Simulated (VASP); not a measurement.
InSb:

```
In Sb
1.0
     0.00000    3.21665    3.21665
     3.21665    0.00000    3.21665
     3.21665    3.21665    0.00000
In Sb
1 1
Direct
  0.00000 0.00000 0.00000
  0.25000 0.25000 0.25000
```

| Property | Result |
| --- | --- |
| Program | VASP 6.6.1 |
| Task | relaxation of cell and atoms |
| Functional | PBE |
| Potentials or basis | VASP PAW PBE potentials, release 64 (In_d, Sb) |
| Cutoff | 600 eV |
| k mesh | 6 × 6 × 6 |
| Occupations | fermi-dirac, width 0.02 eV |
| Spin | no spin polarisation |

At the start: pressure 4.4 GPa; volume 33.28 Å³/atom.

Problem. How do energy, volume and symmetry change on relaxing?

Solution. Over 3 steps the energy falls by 40.5 meV/atom and the volume is 36.54 Å³/atom (+9.8 %); space group F-43m (No. 216, to 0.05 Å).

The path:
| step | energy change (eV) | largest force (eV/Å) | pressure (GPa) | volume (Å³) |
| --- | --- | --- | --- | --- |
| 1 | 0.0000 | 0.0000 | 4.35 | 66.56 |
| 2 | -0.0714 | 0.0000 | -1.16 | 75.66 |
| 3 | -0.0810 | 0.0000 | 0.02 | 73.08 |

Final structure:
```
CELL_PARAMETERS angstrom
0.00000 3.31829 3.31829
3.31829 0.00000 3.31829
3.31829 3.31829 0.00000
ATOMIC_POSITIONS crystal
In 0.00000 0.00000 0.00000
Sb 0.25000 0.25000 0.25000
```
